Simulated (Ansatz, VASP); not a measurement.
**Two plane-wave programs on BaTiO3**

POSCAR

```
BaTiO3
1.0
    4.0072991724      0.0000000000      0.0000000000
    0.0000000000      4.0072991724      0.0000000000
    0.0000000000      0.0000000000      4.0072991724
Ba Ti O
1 1 3
Direct
    0.0000000000      0.0000000000      0.0000000000
    0.5000000000      0.5000000000      0.5000000000
    0.0000000000      0.5000000000      0.5000000000
    0.5000000000      0.5000000000      0.0000000000
    0.5000000000      0.0000000000      0.5000000000
```

The input INCAR.step1:

```
PREC = Accurate
ENCUT = 520
ISMEAR = 0
SIGMA = 0.05
LREAL = False
LASPH = True
NELM = 60
NBANDS = 28
GGA = PE
ALGO = Normal
EDIFF = 1E-4
LWAVE = True
LCHARG = False
```

File INCAR.step2:

```
PREC = Accurate
ENCUT = 520
EDIFF = 1E-7
ISMEAR = 0
SIGMA = 0.05
LREAL = False
LASPH = True
NELM = 60
ALGO = Normal
ISIF = 2
LWAVE = False
LCHARG = True
METAGGA = R2SCAN
LMIXTAU = True
LELF = True
LVHAR = True
NBANDS = 28
ISTART = 1
```

KPOINTS

```
regular mesh
0
Gamma
  8 8 8
```

Input for Ansatz:

```yaml
crystal:
  lattice:
    - [4.0072991724, 0.0, 0.0]
    - [0.0, 4.0072991724, 0.0]
    - [0.0, 0.0, 4.0072991724]
  atoms:
    - { symbol: Ba, position: [0.0, 0.0, 0.0] }
    - { symbol: Ti, position: [0.5, 0.5, 0.5] }
    - { symbol: O, position: [0.0, 0.5, 0.5] }
    - { symbol: O, position: [0.5, 0.5, 0.0] }
    - { symbol: O, position: [0.5, 0.0, 0.5] }
basis:
  ecutwfc: 500
  ecutrho_ratio: 4
kpoints:
  mp_grid: { grid: [8, 8, 8] }
hamiltonian:
  xc: r2scan
scf:
  occupations: { method: gaussian, width: 0.05 }
output:
  forces: true
  stress: true
  eigenvalues: true
```

Alike in both runs: task single point; functional r2SCAN; k mesh 8 × 8 × 8; occupations gaussian, width 0.05 eV; no spin polarisation.

```csv
,VASP,Ansatz
version,VASP 6.6.1,Ansatz 0.2.0
potentials or method,"VASP PAW PBE potentials, release 64 (Ba_sv, Ti_sv, O), cutoff 520 eV","scalar-relativistic, plane waves, PAW"
valence electrons in the cell,40,40
```

|  | VASP | Ansatz | Ansatz less VASP |
| --- | --- | --- | --- |
| gap on the k mesh at the Fermi level (eV) | 2.13 | 2.15 | +0.022 |
| least direct gap on the mesh (eV) | 2.29 | 2.27 | -0.020 |
| pressure (GPa) | 0.2 | -1.8 | -1.93 |

VASP's potentials were made for PBE, not for r2SCAN. The functional is the same, so the differences come from potentials, cutoffs and numerics.

Spin-orbit coupling is off throughout.
